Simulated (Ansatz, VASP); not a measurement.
# Cu in VASP and in Ansatz

The input INCAR:

```
PREC     = Accurate       # precision mode
ENCUT    = 820            # plane-wave cutoff, eV
EDIFF    = 1E-6           # SCF threshold, eV
ISMEAR   = 1              # smearing method
SIGMA    = 0.05           # smearing width, eV
LREAL    = F              # projectors in reciprocal space
LASPH    = T              # aspherical terms in the spheres
NELM     = 120            # most SCF steps
ALGO     = Normal         # electronic algorithm
ISIF     = 2              # what is computed and relaxed
LWAVE    = F              # write WAVECAR
LCHARG   = F              # write CHGCAR
GGA      = PE             # functional
IVDW     = 13             # dispersion correction
NBANDS   = 16             # bands
GGA_COMPAT= F
```

Contents of KPOINTS:

```
regular mesh
0
Gamma
  13 13 13
```

POSCAR

```
Cu
1.0
    0.0000000000      1.7461555969      1.7461555969
    1.7461555969      0.0000000000      1.7461555969
    1.7461555969      1.7461555969      0.0000000000
Cu
1
Direct
    0.0000000000      0.0000000000      0.0000000000
```

input.yaml

```yaml
crystal:
  lattice:
    - [0.0, 1.7461555969, 1.7461555969]
    - [1.7461555969, 0.0, 1.7461555969]
    - [1.7461555969, 1.7461555969, 0.0]
  atoms:
    - { symbol: Cu, position: [0.0, 0.0, 0.0] }
hamiltonian:
  xc: pbe
  pseudopotentials: { kind: paw, level: accurate }
  dispersion: d4
kpoints:
  mp_grid: { grid: [13, 13, 13] }
scf:
  occupations: { method: methfessel_paxton, width: 0.05 }
output:
  forces: true
  stress: true
  eigenvalues: true
```

Alike in both runs: task single point; functional PBE; dispersion D4; k mesh 13 × 13 × 13; occupations methfessel-paxton of order 1, width 0.05 eV; no spin polarisation.

```csv
,VASP,Ansatz
version,VASP 6.6.1,Ansatz 0.2.0
potentials or method,"VASP PAW PBE potentials, release 64 (Cu_sv_GW)",Ansatz PAW earlier set
plane-wave cutoff (eV),820,1050
valence electrons in the cell,19,19
```

VASP gave:

```
gap on the k mesh at the Fermi level (eV) : none
pressure (GPa)                            : 11.7
```

Q: What did Ansatz give for the same quantities?

A: gap on the k mesh at the Fermi level (eV): none; pressure (GPa): 13.4.

A gap of «none» marks a metal or a gap that the smearing closes.
